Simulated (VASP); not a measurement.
Crystal: SiNi3.

```
Ni Si
1.0
     3.61147    0.00000    0.00000
     0.00000    3.61147    0.00000
     0.00000    0.00000    3.61147
Ni Si
3 1
Direct
  0.50000 0.50000 0.00000
  0.50000 0.00000 0.50000
  0.00000 0.50000 0.50000
  0.00000 0.00000 0.00000
```

This cell differs from its parent crystal: volume scaled by 1.06.

Base run:

| Quantity | Value |
| --- | --- |
| Program | VASP 6.6.1 |
| Functional | PBE |
| Potentials or basis | VASP PAW PBE potentials, release 64 (Ni, Si) |
| Cutoff | 520 eV |
| k mesh | 8 × 8 × 8 |
| Occupations | fermi-dirac, width 0.05 eV |
| Spin | collinear spin, ferromagnetic start |
| Starting moments | [1.0, 1.0, 1.0, 0.0] μB |

Its results: band gap on the k mesh zero (filled and empty bands overlap); pressure -15.1 GPa; net moment 0.00 μB per cell.

**Question.** The run is repeated on the same cell with these changes: functional from PBE to PBEsol. What comes out?

**Answer.** Band gap on the k mesh zero (filled and empty bands overlap); pressure -22.3 GPa; net moment 0.00 μB per cell.

PBEsol binds more tightly than PBE, so the same cell stands under less pressure.

Caveats: the PAW data sets were made with another functional, which shifts forces and pressure a little (some runs).
